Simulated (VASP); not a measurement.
# Si (a cell with a defect) in VASP: notebook, part 2 of 2

VASP 6.6.1. The steps go on from the part before.

## (3) Relaxation of the atoms, LDA

INCAR

```
ALGO = Normal
EDIFF = 1E-7
EDIFFG = -0.03
ENCUT = 520
GGA = CA
IBRION = 2
ISIF = 2
ISMEAR = 0
LASPH = True
LCHARG = False
LREAL = Auto
LWAVE = False
NELM = 100
NSW = 80
PREC = Accurate
SIGMA = 0.05
```

KPOINTS

```
k-points
0
Gamma
  2 2 2
```

POSCAR

```
Si
1.0
    0.0000000000      5.4300000000      5.4300000000
    5.4300000000      0.0000000000      5.4300000000
    5.4300000000      5.4300000000      0.0000000000
Si
17
Direct
    0.0000000000      0.0000000000      0.0000000000
    0.1250000000      0.1250000000      0.1250000000
    0.0000000000      0.0000000000      0.5000000000
    0.1250000000      0.1250000000      0.6250000000
    0.0000000000      0.5000000000      0.0000000000
    0.1250000000      0.6250000000      0.1250000000
    0.0000000000      0.5000000000      0.5000000000
    0.1250000000      0.6250000000      0.6250000000
    0.5000000000      0.0000000000      0.0000000000
    0.6250000000      0.1250000000      0.1250000000
    0.5000000000      0.0000000000      0.5000000000
    0.6250000000      0.1250000000      0.6250000000
    0.5000000000      0.5000000000      0.0000000000
    0.6250000000      0.6250000000      0.1250000000
    0.5000000000      0.5000000000      0.5000000000
    0.6250000000      0.6250000000      0.6250000000
    0.7490360800      0.7466566100      0.7529129900
```

Potentials or basis: VASP PAW LDA potentials, release 64 (Si).

Launch:

```sh
$ cat potpaw_LDA.64/Si/POTCAR > POTCAR
$ mpirun -np 1 vasp_std > vasp.out
```

OUTCAR:

```text
EDIFF = 1E-7
   EDIFFG = -0.03
   ENCUT = 520
   GGA = CA
   IBRION = 2
   ISIF = 2
   ISMEAR = 0
   LASPH = True
   LREAL = Auto
   NELM = 100
   NSW = 80
   PREC = Accurate

 ion  position               nearest neighbor table
   1  0.000  0.000  0.000-   2 2.35   4 2.35   6 2.35  10 2.35
   2  0.125  0.125  0.125-   1 2.35   3 2.35   5 2.35   9 2.35
   3  0.000  0.000  0.500-   2 2.35   4 2.35   8 2.35  12 2.35  17 2.74
   4  0.125  0.125  0.625-   1 2.35   3 2.35   7 2.35  11 2.35
   5  0.000  0.500  0.000-   2 2.35   6 2.35   8 2.35  14 2.35  17 2.70
   6  0.125  0.625  0.125-   1 2.35   5 2.35   7 2.35  13 2.35
   7  0.000  0.500  0.500-   4 2.35   6 2.35   8 2.35  16 2.35  17 2.71
   8  0.125  0.625  0.625-   3 2.35   5 2.35   7 2.35  15 2.35  17 2.36
   9  0.500  0.000  0.000-   2 2.35  10 2.35  12 2.35  14 2.35  17 2.72
  10  0.625  0.125  0.125-   1 2.35   9 2.35  11 2.35  13 2.35
  11  0.500  0.000  0.500-   4 2.35  10 2.35  12 2.35  16 2.35  17 2.73
  12  0.625  0.125  0.625-   3 2.35   9 2.35  11 2.35  15 2.35  17 2.37
  13  0.500  0.500  0.000-   6 2.35  10 2.35  14 2.35  16 2.35  17 2.69
  14  0.625  0.625  0.125-  17 2.33   9 2.35  13 2.35  15 2.35   5 2.35
  15  0.500  0.500  0.500-   8 2.35  12 2.35  14 2.35  16 2.35
  16  0.625  0.625  0.625-  17 2.34  11 2.35  13 2.35  15 2.35   7 2.35
  17  0.749  0.747  0.753-  14 2.33  16 2.34   8 2.36  12 2.37  13 2.69   5 2.70   7 2.71   9 2.72
                            11 2.73   3 2.74

  LATTYP: Found a face centered cubic cell.
 ALAT       =    10.8600000000

  Lattice vectors:

 A1 = (   0.0000000000,   5.4300000000,   5.4300000000)
 A2 = (   5.4300000000,   0.0000000000,   5.4300000000)
 A3 = (   5.4300000000,   5.4300000000,   0.0000000000)

Analysis of symmetry for initial positions (statically):
=====================================================================
 Subroutine PRICEL returns:
 Original cell was already a primitive cell.

 Routine SETGRP: Setting up the symmetry group for a
 face centered cubic supercell.

 Subroutine GETGRP returns: Found  1 space group operations
 (whereof  1 operations were pure point group operations)
 out of a pool of 48 trial point group operations.

The static configuration has the point symmetry C_1 .

Analysis of symmetry for dynamics (positions and initial velocities):
=====================================================================
 Subroutine PRICEL returns:
 Original cell was already a primitive cell.

 Routine SETGRP: Setting up the symmetry group for a
 face centered cubic supercell.

 Subroutine GETGRP returns: Found  1 space group operations
 (whereof  1 operations were pure point group operations)
 out of a pool of 48 trial point group operations.

The dynamic configuration has the point symmetry C_1 .

 Subroutine INISYM returns: Found  1 space group operations
 (whereof  1 operations are pure point group operations),
 and found     1 'primitive' translations

----------------------------------------------------------------------------------------

                                     Primitive cell

  volume of cell :     320.2060

  direct lattice vectors                    reciprocal lattice vectors
     0.000000000  5.430000000  5.430000000    -0.092081031  0.092081031  0.092081031
     5.430000000  0.000000000  5.430000000     0.092081031 -0.092081031  0.092081031
     5.430000000  5.430000000  0.000000000     0.092081031  0.092081031 -0.092081031

  length of vectors
     7.679179644  7.679179644  7.679179644     0.159489025  0.159489025  0.159489025

  position of ions in fractional coordinates (direct lattice)
     0.000000000  0.000000000  0.000000000
     0.125000000  0.125000000  0.125000000
     0.000000000  0.000000000  0.500000000
     0.125000000  0.125000000  0.625000000
[... 57 lines left out ...]

 Found      8 irreducible k-points:

 Following reciprocal coordinates:
            Coordinates               Weight
  0.000000  0.000000  0.000000      1.000000
  0.500000  0.000000  0.000000      1.000000
  0.000000  0.500000  0.000000      1.000000
  0.000000  0.000000  0.500000      1.000000
  0.500000  0.500000  0.500000      1.000000
  0.500000  0.500000  0.000000      1.000000
  0.000000  0.500000  0.500000      1.000000
  0.500000  0.000000  0.500000      1.000000
   k-points           NKPTS =      8   k-points in BZ     NKDIM =      8   number of bands    NBANDS=     43
   number of dos      NEDOS =    301   number of ions     NIONS =     17
   total plane-waves  NPLWV = 216000
   dimension x,y,z NGX =    60 NGY =   60 NGZ =   60
   dimension x,y,z NGXF=   120 NGYF=  120 NGZF=  120
   ions per type =              17
   NGX,Y,Z   is equivalent  to a cutoff of  12.99, 12.99, 12.99 a.u.
   NGXF,Y,Z  is equivalent  to a cutoff of  25.98, 25.98, 25.98 a.u.
 SYSTEM =  unknown system
   PREC   = accura    normal or accurate (medium, high low for compatibility)
   ISTART =      0    job   : 0-new  1-cont  2-samecut
   ICHARG =      2    charge: 1-file 2-atom 10-const
   ISPIN  =      1    spin polarized calculation?
   LNONCOLLINEAR =      F non collinear calculations
   LSORBIT =      F    spin-orbit coupling
   LASPH  =      T    aspherical Exc in radial PAW
   ENCUT  =  520.0 eV  38.22 Ry    6.18 a.u.  14.28 14.28 14.28*2*pi/ulx,y,z
   NELM   =    100;   NELMIN=  2; NELMDL= -5     # of ELM steps
   EDIFF  = 0.1E-06   stopping-criterion for ELM
   LREAL  =      T    real-space projection
   EDIFFG = -.3E-01   stopping-criterion for IOM
   NSW    =     80    number of steps for IOM
   IBRION =      2    ionic relax: 0-MD 1-quasi-New 2-CG
   NFREE  =      1    steps in history (QN), initial steepest desc. (CG)
   ISIF   =      2    stress and relaxation
   ISYM   =      2    0-nonsym 1-usesym 2-fastsym
   POTIM  = 0.5000    time-step for ionic-motion
   TEBEG  =    0.0;   TEEND  =   0.0 temperature during run
   PSTRESS=    0.0 pullay stress
   NELECT =      68.0000    total number of electrons
   NUPDOWN=      -1.0000    fix difference up-down
   EMIN   =  10.00;   EMAX   =-10.00  energy-range for DOS
   EFERMI =   0.00;   METHOD = LEGACY
   ISMEAR =     0;   SIGMA  =   0.05  broadening in eV -4-tet -1-fermi 0-gaus
   EFERMI_NEDOS =   21; number of points for ismear=-14 and -15
   IALGO  =     38    algorithm
   IMIX   =      4    mixing-type and parameters
     AMIX     =   0.40;   BMIX     =  1.00
     AMIX_MAG =   1.60;   BMIX_MAG =  1.00
  volume/ion in A,a.u.               =      18.84       127.11
  Fermi-wavevector in a.u.,A,eV,Ry     =   0.976715  1.845724 12.979587  0.953973
  Thomas-Fermi vector in A             =   2.107356
   LORBIT       =      0    0 simple, 1 ext, 2 COOP (PROOUT), +10 PAW based schemes
   GGA     = CA    functional components
   LHFCALC =     F    Hartree Fock is set to
   AEXX    =    0.0000 exact exchange contribution
   IVDW    =     0    specifies the selected vdW correction
   LEPSILON=     F    determine dielectric tensor
   LRPA    =     F    only Hartree local field effects (RPA)
 conjugate gradient relaxation of ions
 non-spin polarized calculation
 Gauss-broadening in eV      SIGMA  =   0.05
  energy-cutoff  :      520.00
  volume of cell :      320.21
 maximum number of plane-waves:      8646
 NGX is ok and might be reduce to    60
   NGX = 29   NGY = 29   NGZ = 29

--------------------------------------- Ionic step        1  -------------------------------------------

 number of electron      68.0000004 magnetization

 Free energy of the ion-electron system (eV)
  ---------------------------------------------------
  ext. energy  EPLUGINS =         0.00000000
  ---------------------------------------------------
  free energy    TOTEN  =       -97.45285135 eV

  energy without entropy =      -97.44320992  energy(sigma->0) =      -97.44803063

------------------------ aborting loop because EDIFF is reached ----------------------------------------

  FORCE on cell =-STRESS in cart. coord.  units (eV):
  Direction    XX          YY          ZZ          XY          YZ          ZX
  --------------------------------------------------------------------------------------
  -------------------------------------------------------------------------------------
  Total        4.3837598      4.3842998      4.3883798      0.2818474      0.0245852     -0.1269462
  in kB       21.9345056     21.9372074     21.9576221      1.4102468      0.1230141     -0.6351856
  external PRESSURE =      21.9431117 kB  Pullay stress =       0.0000000 kB
[... 242 lines left out ...]
--------------------------------------- Ionic step        6  -------------------------------------------

 number of electron      68.0000001 magnetization

 Free energy of the ion-electron system (eV)
  ---------------------------------------------------
  ext. energy  EPLUGINS =         0.00000000
  ---------------------------------------------------
  free energy    TOTEN  =       -97.55817553 eV

  energy without entropy =      -97.54717530  energy(sigma->0) =      -97.55267542

 E-fermi :   6.7891     XC(G=0):  -9.8492

 val. band max:        6.5709611041   @ k =   0.0000   0.0000   0.0000
 cond. band min:       6.8075220317   @ k =   0.0000   0.5000   0.5000
 fundamental gap:      0.2365609276
 Fermi energy:         6.7891398869

 k-point     1 :       0.0000    0.0000    0.0000
  band No.  band energies     occupation
      1      -6.3634      2.00000
      2      -3.8193      2.00000
      3      -3.6715      2.00000
      4      -3.6710      2.00000
      5      -3.6704      2.00000
      6      -2.8440      2.00000
[... 401 lines left out ...]
  FREE ENERGIE OF THE ION-ELECTRON SYSTEM (eV)
  ---------------------------------------------------
  free  energy   TOTEN  =       -97.5581755305 eV

  energy  without entropy=      -97.5471753041  energy(sigma->0) =      -97.55267542

 reached required accuracy - stopping structural energy minimisation
```

Wall time 16 min (1 thread of Oxide Virtual Turin-like, shared host); peak memory 0.34 GiB.

What came out:

| Quantity | Value |
| --- | --- |
| Free energy | -97.5582 eV |
| Energy gained by relaxing | 6.2 meV/atom |
| Ionic steps | 6 |
| Pressure after relaxing | 1.7 GPa |
| Largest force after relaxing | 0.013 eV/Å |
| Band gap on the k mesh | zero (bands 34 and 35 overlap by 0.24 eV) |

Forces on the atoms (eV/Å):
```
Si   0.000 -0.001  0.002
Si   0.000 -0.001  0.002
Si  -0.003  0.002 -0.001
Si   0.002  0.001  0.000
Si   0.005 -0.001 -0.002
Si  -0.002  0.002 -0.001
Si   0.001 -0.004  0.000
Si  -0.003  0.005 -0.001
Si  -0.001  0.007 -0.005
Si   0.002 -0.002  0.000
Si  -0.006  0.000 -0.003
Si   0.007 -0.005  0.003
Si   0.002  0.001  0.002
Si  -0.004 -0.001 -0.001
Si   0.000  0.000  0.000
Si   0.000  0.003 -0.004
Si   0.001 -0.005  0.011
```

Step by step:
```csv
step,energy change (eV),largest force (eV/Å),pressure (GPa)
1,0.0000,0.8593,2.19
2,-0.1012,0.1305,1.78
3,-0.1030,0.1123,1.72
4,-0.1049,0.0383,1.73
5,-0.1051,0.0524,1.74
6,-0.1053,0.0126,1.74
```

Final structure:
```
Si
1.0
     0.00000    5.43000    5.43000
     5.43000    0.00000    5.43000
     5.43000    5.43000    0.00000
Si
17
Cartesian
  5.4300 5.4299 0.0002
  1.3525 1.3528 1.3521
  2.7149 2.7152 0.0326
  4.0772 4.0774 1.3523
  2.7151 0.0336 2.7147
  4.0781 1.3521 4.0777
  5.3966 2.7150 2.7147
  6.7672 4.0927 4.0931
  0.0332 2.7153 2.7146
  1.3522 4.0780 4.0773
  2.7149 5.3970 2.7147
  4.0906 6.7693 4.0909
  2.7150 2.7151 5.3960
  4.0965 4.0963 6.7639
  5.4295 5.4325 5.4246
  6.7651 6.7649 6.7653
  8.1441 8.1487 8.1369
```

Levels at points of the mesh, in eV from the Fermi level:
| k point | band 32 | band 33 | band 34 | band 35 | band 36 | band 37 |
| --- | --- | --- | --- | --- | --- | --- |
| (0.00, 0.00, 0.00) | -0.76 | -0.76 | -0.23 | -0.22 | -0.22 | 0.06 |
| (0.50, 0.00, 0.00) | -1.36 | -1.36 | -0.34 | 0.53 | 0.54 | 0.88 |
| (0.00, 0.50, 0.00) | -1.36 | -1.36 | -0.34 | 0.53 | 0.54 | 0.88 |
| (0.00, 0.00, 0.50) | -1.36 | -1.36 | -0.34 | 0.53 | 0.54 | 0.88 |
| (0.50, 0.50, 0.50) | -1.36 | -1.36 | -0.34 | 0.53 | 0.54 | 0.88 |
| (0.50, 0.50, 0.00) | -1.81 | -0.97 | 0.02 | 0.72 | 1.03 | 1.04 |
| (0.00, 0.50, 0.50) | -1.81 | -0.97 | 0.02 | 0.72 | 1.03 | 1.03 |
| (0.50, 0.00, 0.50) | -1.81 | -0.97 | 0.02 | 0.72 | 1.03 | 1.03 |

Caveat: the k points lie up to 0.50 Å⁻¹ apart.
